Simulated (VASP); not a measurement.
# Si2Ni2Ir (I4/mmm) in VASP: single point with LDA

Aim: the single point of Si2Ni2Ir with LDA.

Everything below comes from runs of VASP 6.6.1. Logs are shortened: lines on timing, memory, paths and dates and some standing lists are left out, and cuts for length are marked.

### Step 1. The cell of the first run

Symmetry: I4/mmm, No. 139, tetragonal system. Conventional cell: a = 3.636 Å, b = 3.636 Å, c = 9.287 Å, α = 90.00°, β = 90.00°, γ = 90.00°. Within 3.7 Å of Ir (site symmetry 4/mmm) lie 10 Si at 2.82 to 3.48 Å and 8 Ni at 2.95 Å and 4 Ir at 3.64 Å. Within 3.0 Å of Ni (site symmetry -4m2) lie 4 Si at 2.16 Å and 4 Ni at 2.57 Å and 4 Ir at 2.95 Å. Si (site symmetry 4mm) has 4 Ni at 2.16 Å and 1 Si at 2.32 Å and 4 Ir at 2.82 Å within 2.9 Å.

### Step 2. Single point, LDA

The input, INCAR:

```
PREC     = Accurate       # precision mode
ENCUT    = 520            # plane-wave cutoff, eV
EDIFF    = 1E-7           # SCF threshold, eV
ISMEAR   = 1              # smearing method
SIGMA    = 0.094          # smearing width, eV
LREAL    = False          # projectors in reciprocal space
LASPH    = True           # aspherical terms in the spheres
NELM     = 100            # most SCF steps
ALGO     = Normal         # electronic algorithm
ISIF     = 2              # what is computed and relaxed
LWAVE    = False          # write WAVECAR
LCHARG   = True           # write CHGCAR
LELF     = True           # ELF
LVHAR    = True         
NBANDS   = 26             # bands
ISYM     = 0
```

The input, KPOINTS:

```
regular mesh
0
Gamma
  5 5 5
```

The input, POSCAR:

```
Si2Ni2Ir
1.0
    0.0000000000      3.6364880000      0.0000000000
    3.6364880000      0.0000000000      0.0000000000
    1.8182440000      1.8182440000     -4.6433660000
Ir Ni Si
1 2 2
Direct
    0.0000000000      0.0000000000      0.0000000000
    0.7500000000      0.2500000000      0.5000000000
    0.2500000000      0.7500000000      0.5000000000
    0.3750000000      0.3750000000      0.2500000000
    0.6250000000      0.6250000000      0.7500000000
```

Potentials or basis: VASP PAW LDA potentials, release 64 (Ir, Ni, Si).

Command:

```bash
cat potpaw_LDA.64/Ir/POTCAR potpaw_LDA.64/Ni/POTCAR potpaw_LDA.64/Si/POTCAR > POTCAR
mpirun -np 1 vasp_std > vasp.out
```

OUTCAR:

```text
PREC = Accurate
   ENCUT = 520
   EDIFF = 1E-7
   ISMEAR = 1
   LREAL = False
   LASPH = True
   NELM = 100
   ISIF = 2
   ISYM = 0

 ion  position               nearest neighbor table
   1  0.000  0.000  0.000-   5 2.82   5 2.82   5 2.82   4 2.82   5 2.82   4 2.82   4 2.82   4 2.82
                             3 2.95   2 2.95   3 2.95   2 2.95   2 2.95   3 2.95   3 2.95   2 2.95
   2  0.750  0.250  0.500-   4 2.16   4 2.16   5 2.16   5 2.16   3 2.57   3 2.57   3 2.57   3 2.57
                             1 2.95   1 2.95   1 2.95   1 2.95
   3  0.250  0.750  0.500-   4 2.16   4 2.16   5 2.16   5 2.16   2 2.57   2 2.57   2 2.57   2 2.57
                             1 2.95   1 2.95   1 2.95   1 2.95
   4  0.375  0.375  0.250-   2 2.16   3 2.16   3 2.16   2 2.16   5 2.32   1 2.82   1 2.82   1 2.82
                             1 2.82
   5  0.625  0.625  0.750-   3 2.16   2 2.16   2 2.16   3 2.16   4 2.32   1 2.82   1 2.82   1 2.82
                             1 2.82

IMPORTANT INFORMATION: All symmetrisations will be switched off!
NOSYMM: (Re-)initialisation of all symmetry stuff for point group C_1.

----------------------------------------------------------------------------------------

                                     Primitive cell

  volume of cell :      61.4041

  direct lattice vectors                    reciprocal lattice vectors
     0.000000000  3.636488000  0.000000000     0.000000000  0.274990595  0.107680506
     3.636488000  0.000000000  0.000000000     0.274990595  0.000000000  0.107680506
     1.818244000  1.818244000 -4.643366000     0.000000000  0.000000000 -0.215361012

  length of vectors
     3.636488000  3.636488000  5.307812195     0.295321721  0.295321721  0.215361012

  position of ions in fractional coordinates (direct lattice)
     0.000000000  0.000000000  0.000000000
     0.750000000  0.250000000  0.500000000
     0.250000000  0.750000000  0.500000000
     0.375000000  0.375000000  0.250000000
     0.625000000  0.625000000  0.750000000

  ion indices of the primitive-cell ions
   primitive index   ion index
                 1           1
                 2           2
                 3           3
                 4           4
                 5           5

----------------------------------------------------------------------------------------

 KPOINTS: regular mesh

Automatic generation of k-mesh.
 Grid dimensions read from file:
 generate k-points for:    5    5    5

 Generating k-lattice:

  Cartesian coordinates                     Fractional coordinates (reciprocal lattice)
     0.000000000  0.054998119  0.021536101     0.200000000  0.000000000 -0.000000000
     0.054998119  0.000000000  0.021536101     0.000000000  0.200000000 -0.000000000
     0.000000000  0.000000000 -0.043072202     0.000000000  0.000000000  0.200000000

  Length of vectors
     0.059064344  0.059064344  0.043072202

  Shift w.r.t. Gamma in fractional coordinates (k-lattice)
     0.000000000  0.000000000  0.000000000

 Subroutine IBZKPT returns following result:
 ===========================================

 Found     63 irreducible k-points:

 Following reciprocal coordinates:
            Coordinates               Weight
  0.000000  0.000000  0.000000      1.000000
  0.200000  0.000000  0.000000      2.000000
  0.000000 -0.200000 -0.200000      2.000000
 -0.200000  0.000000 -0.200000      2.000000
  0.000000  0.200000  0.000000      2.000000
  0.400000  0.000000  0.000000      2.000000
[... 16 lines left out ...]
  0.200000  0.400000  0.400000      2.000000
  0.400000 -0.200000  0.200000      2.000000
 [... further k-points ...]
   k-points           NKPTS =     63   k-points in BZ     NKDIM =     63   number of bands    NBANDS=     26
   number of dos      NEDOS =    301   number of ions     NIONS =      5
   total plane-waves  NPLWV =  31360
   dimension x,y,z NGX =    28 NGY =   28 NGZ =   40
   dimension x,y,z NGXF=    56 NGYF=   56 NGZF=   80
   ions per type =               1   2   2
   NGX,Y,Z   is equivalent  to a cutoff of  12.80, 12.80, 12.53 a.u.
   NGXF,Y,Z  is equivalent  to a cutoff of  25.60, 25.60, 25.06 a.u.
 SYSTEM =  unknown system
   PREC   = accura    normal or accurate (medium, high low for compatibility)
   ISTART =      0    job   : 0-new  1-cont  2-samecut
   ICHARG =      2    charge: 1-file 2-atom 10-const
   ISPIN  =      1    spin polarized calculation?
   LNONCOLLINEAR =      F non collinear calculations
   LSORBIT =      F    spin-orbit coupling
   LASPH  =      T    aspherical Exc in radial PAW
   ENCUT  =  520.0 eV  38.22 Ry    6.18 a.u.   6.76  6.76  9.87*2*pi/ulx,y,z
   NELM   =    100;   NELMIN=  2; NELMDL= -5     # of ELM steps
   EDIFF  = 0.1E-06   stopping-criterion for ELM
   LREAL  =      F    real-space projection
   EDIFFG = 0.1E-05   stopping-criterion for IOM
   NSW    =      0    number of steps for IOM
   IBRION =     -1    ionic relax: 0-MD 1-quasi-New 2-CG
   NFREE  =      0    steps in history (QN), initial steepest desc. (CG)
   ISIF   =      2    stress and relaxation
   ISYM   =      0    0-nonsym 1-usesym 2-fastsym
   POTIM  = 0.5000    time-step for ionic-motion
   TEBEG  =    0.0;   TEEND  =   0.0 temperature during run
   PSTRESS=    0.0 pullay stress
   NELECT =      37.0000    total number of electrons
   NUPDOWN=      -1.0000    fix difference up-down
   EMIN   =  10.00;   EMAX   =-10.00  energy-range for DOS
   EFERMI =   0.00;   METHOD = LEGACY
   ISMEAR =     1;   SIGMA  =   0.09  broadening in eV -4-tet -1-fermi 0-gaus
   EFERMI_NEDOS =   21; number of points for ismear=-14 and -15
   IALGO  =     38    algorithm
   IMIX   =      4    mixing-type and parameters
     AMIX     =   0.40;   BMIX     =  1.00
     AMIX_MAG =   1.60;   BMIX_MAG =  1.00
  volume/ion in A,a.u.               =      12.28        82.88
  Fermi-wavevector in a.u.,A,eV,Ry     =   1.382748  2.613015 26.014226  1.911992
  Thomas-Fermi vector in A             =   2.507410
   LORBIT       =      0    0 simple, 1 ext, 2 COOP (PROOUT), +10 PAW based schemes
   GGA     = CA    functional components
   LHFCALC =     F    Hartree Fock is set to
   AEXX    =    0.0000 exact exchange contribution
   IVDW    =     0    specifies the selected vdW correction
   LEPSILON=     F    determine dielectric tensor
   LRPA    =     F    only Hartree local field effects (RPA)
 non-spin polarized calculation
 Methfessel and Paxton  Order N= 1 SIGMA  =   0.09
  energy-cutoff  :      520.00
  volume of cell :       61.40
 maximum number of plane-waves:      1669
   NGX = 13   NGY = 13   NGZ = 19

 number of electron      37.0000010 magnetization

 Free energy of the ion-electron system (eV)
  ---------------------------------------------------
  ext. energy  EPLUGINS =         0.00000000
  ---------------------------------------------------
  free energy    TOTEN  =       -36.09046097 eV

  energy without entropy =      -36.08790852  energy(sigma->0) =      -36.08961015

 E-fermi :  10.7435     XC(G=0): -12.8873

 val. band max:       10.7112582566   @ k =  -0.2000   0.4000  -0.2000
 cond. band min:      10.7689214491   @ k =  -0.4000   0.0000  -0.4000
 fundamental gap:      0.0576631925
 Fermi energy:        10.7435272235

 k-point     1 :       0.0000    0.0000    0.0000
  band No.  band energies     occupation
      1      -2.4594      2.00000
      2       2.7083      2.00000
      3       3.0495      2.00000
      4       5.8002      2.00000
      5       5.8002      2.00000
      6       5.9619      2.00000
[... 18 lines left out ...]
     25      15.6486      0.00000
     26      17.7089      0.00000

 k-point     2 :       0.2000    0.0000    0.0000
  band No.  band energies     occupation
      1      -1.9477      2.00000
      2       2.2011      2.00000
      3       3.7551      2.00000
      4       5.0665      2.00000
      5       5.5924      2.00000
      6       5.9188      2.00000
[... 18 lines left out ...]
     25      17.6249      0.00000
     26      17.8038      0.00000

 k-point     3 :       0.0000   -0.2000   -0.2000
  band No.  band energies     occupation
      1      -1.9477      2.00000
      2       2.2011      2.00000
      3       3.7551      2.00000
      4       5.0665      2.00000
      5       5.5924      2.00000
      6       5.9188      2.00000
[... 18 lines left out ...]
     25      17.6249      0.00000
     26      17.8038      0.00000

 k-point     4 :      -0.2000    0.0000   -0.2000
  band No.  band energies     occupation
      1      -1.9477      2.00000
      2       2.2011      2.00000
      3       3.7551      2.00000
      4       5.0665      2.00000
      5       5.5924      2.00000
      6       5.9188      2.00000
[... 18 lines left out ...]
     25      17.6249      0.00000
     26      17.8038      0.00000

 k-point     5 :       0.0000    0.2000    0.0000
  band No.  band energies     occupation
      1      -1.9477      2.00000
      2       2.2011      2.00000
      3       3.7551      2.00000
      4       5.0665      2.00000
      5       5.5924      2.00000
      6       5.9188      2.00000
[... 18 lines left out ...]
     25      17.6249      0.00000
     26      17.8038      0.00000

 k-point     6 :       0.4000    0.0000    0.0000
  band No.  band energies     occupation
      1      -0.6059      2.00000
      2       1.4262      2.00000
      3       3.6288      2.00000
      4       4.4278      2.00000
      5       5.5380      2.00000
      6       5.9034      2.00000
[... 427 lines left out ...]
 k-point    21 :      -0.4000    0.2000    0.2000
  band No.  band energies     occupation
      1      -0.1233      2.00000
      2       1.3964      2.00000
      3       3.6511      2.00000
      4       4.5187      2.00000
      5       5.4434      2.00000
      6       5.8644      2.00000
[... 18 lines left out ...]
     25      16.5784      0.00000
     26      17.6936      0.00000

 k-point    22 :      -0.4000    0.2000    0.0000
  band No.  band energies     occupation
      1      -0.4735      2.00000
      2       2.0264      2.00000
      3       3.5464      2.00000
      4       4.6104      2.00000
      5       5.2863      2.00000
      6       5.6822      2.00000
[... 18 lines left out ...]
     25      17.6690      0.00000
     26      18.4838      0.00000

 k-point    23 :       0.2000    0.4000    0.4000
  band No.  band energies     occupation
      1      -0.4735      2.00000
      2       2.0264      2.00000
      3       3.5464      2.00000
      4       4.6104      2.00000
      5       5.2863      2.00000
      6       5.6822      2.00000
[... 18 lines left out ...]
     25      17.6690      0.00000
     26      18.4838      0.00000

 k-point    24 :       0.4000   -0.2000    0.2000
  band No.  band energies     occupation
      1      -0.4735      2.00000
      2       2.0264      2.00000
      3       3.5464      2.00000
      4       4.6104      2.00000
      5       5.2863      2.00000
      6       5.6822      2.00000
[... 18 lines left out ...]
     25      17.6690      0.00000
     26      18.4838      0.00000

 [... further k-points ...]
[... 5 lines left out ...]
  --------------------------------------------------------------------------------------
  -------------------------------------------------------------------------------------
  Total       -0.0055739     -0.0055748     -0.4433208     -0.0000657     -0.0002602     -0.0002603
  in kB       -0.1454374     -0.1454609    -11.5672844     -0.0017142     -0.0067892     -0.0067910
  external PRESSURE =      -3.9527276 kB  Pullay stress =       0.0000000 kB

 VOLUME and BASIS-vectors are now :
 -----------------------------------------------------------------------------
  energy-cutoff  :      520.00
  volume of cell :       61.40
      direct lattice vectors                 reciprocal lattice vectors
     0.000000000  3.636488000  0.000000000     0.000000000  0.274990595  0.107680506
     3.636488000  0.000000000  0.000000000     0.274990595  0.000000000  0.107680506
     1.818244000  1.818244000 -4.643366000     0.000000000  0.000000000 -0.215361012

 POSITION                                       TOTAL-FORCE (eV/Angst)
 -----------------------------------------------------------------------------------
      0.00000      0.00000      0.00000         0.000001      0.000001     -0.000001
      1.81824      3.63649     -2.32168        -0.000020      0.000020      0.000000
      3.63649      1.81824     -2.32168         0.000020     -0.000020      0.000000
      1.81824      1.81824     -1.16084        -0.000012     -0.000012      2.664593
      3.63649      3.63649     -3.48252         0.000011      0.000011     -2.664592
 -----------------------------------------------------------------------------------
    total drift:                               -0.000000      0.000000     -0.000000

  FREE ENERGIE OF THE ION-ELECTRON SYSTEM (eV)
  ---------------------------------------------------
  free  energy   TOTEN  =       -36.0904609711 eV

  energy  without entropy=      -36.0879085216  energy(sigma->0) =      -36.08961015
```

It took 2.1 min on 1 thread of Intel Xeon Platinum 8375C at 2.90GHz (Ice Lake), shared host; peak memory 0.22 GiB.

What came out:

| Quantity | Value |
| --- | --- |
| Free energy | -36.0905 eV |
| Pressure | -0.4 GPa |
| Largest force | 2.665 eV/Å |
| Band gap on the k mesh | zero (an odd number of electrons rules out a gap without spin polarisation) |

Forces on the atoms (eV/Å):
```
Ir   0.000  0.000  0.000
Ni   0.000  0.000  0.000
Ni   0.000  0.000  0.000
Si   0.000  0.000  2.665
Si   0.000  0.000 -2.665
```

Stress tensor (GPa, compression positive):
```
-0.01  0.00  0.00
 0.00 -0.01  0.00
 0.00  0.00 -1.16
```

Caveat: the k points lie up to 0.37 Å⁻¹ apart, too coarse for converged energies and pressures of a metal; spin-orbit coupling is left out, which moves the levels of the heavy elements; forces of over 1 eV/Å act on the atoms, so gaps and moduli don't describe the material at rest.
